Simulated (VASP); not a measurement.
Runs of VASP 6.6.1 on Rh. The structure is that of space group Fm-3m (No. 225), or close to it. The cells are those of the table. 

| cell | gap on the mesh (eV) | pressure (GPa) |
| --- | --- | --- |
| a = 2.662, b = 2.689 Å, angles 59.7, 60.7, 59.7°, 1 atom | none | (a) |
| a = 2.682, b = 2.689 Å, angles 59.9, 60.2, 59.9°, 1 atom | none | 2.0 |
| a = 2.669, b = 2.689 Å, angles 59.8, 60.5, 59.8°, 1 atom | none | (b) |
| a = 2.696, b = 2.689 Å, angles 60.1, 59.8, 60.1°, 1 atom | none | -0.8 |
| a = 2.676, b = 2.689 Å, angles 59.8, 60.3, 59.8°, 1 atom | none | 3.5 |

Alike in all rows: task single point; level r2SCAN; potentials or basis VASP PAW PBE potentials, release 64 (Rh_pv); no spin polarisation; k mesh 22 × 22 × 22; cutoff (eV) 520; smearing gaussian 0.15 eV.

Question: Estimate the missing entries.

Answer: (a) 6.7; (b) 5.1.

Caveats: the PAW data sets were made with another functional, which shifts forces and pressure a little.

A k mesh can miss the band edges, and the runs leave out spin-orbit coupling on Rh.

A gap of «none» marks levels without a gap at the run's occupations.
